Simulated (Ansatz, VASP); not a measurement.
## Two plane-wave programs on BN

```
CELL_PARAMETERS angstrom
1.20270 0.69438 3.29556
-1.20270 0.69438 3.29556
0.00000 -1.38876 3.29556
ATOMIC_POSITIONS crystal
B 0.00467 0.00467 0.00467
N 0.32890 0.32890 0.32890
```

Change from the starting cell: mode 4 frozen in at +0.049 Å, equal normal strain along x and y -0.0400.

Alike in both runs: task single point; functional PBE; dispersion D3(BJ); k mesh 12 × 12 × 12; occupations gaussian, width 0.05 eV; no spin polarisation.

|  | VASP | Ansatz |
| --- | --- | --- |
| version | VASP 6.6.1 | Ansatz 0.2.0 |
| potentials or method | VASP PAW PBE potentials, release 64 (B, N), cutoff 600 eV | scalar-relativistic, plane waves, PAW |
| valence electrons in the cell | 8 | 8 |

```csv
,VASP,Ansatz,Ansatz less VASP
gap on the k mesh at the Fermi level (eV),4.55,4.56,+0.006
least direct gap on the mesh (eV),5.01,5.01,-0.001
pressure (GPa),34.7,34.6,-0.11
"traceless stress, the component that is largest in VASP (GPa)",-36.71,-36.33,+0.382
rms of the force components (eV/Å),0.579,0.577,-0.0019
```

Atom by atom the forces differ by 0.002 eV/Å (rms over components). Both programs put the cell under a high pressure, so it lies far from rest at this level.
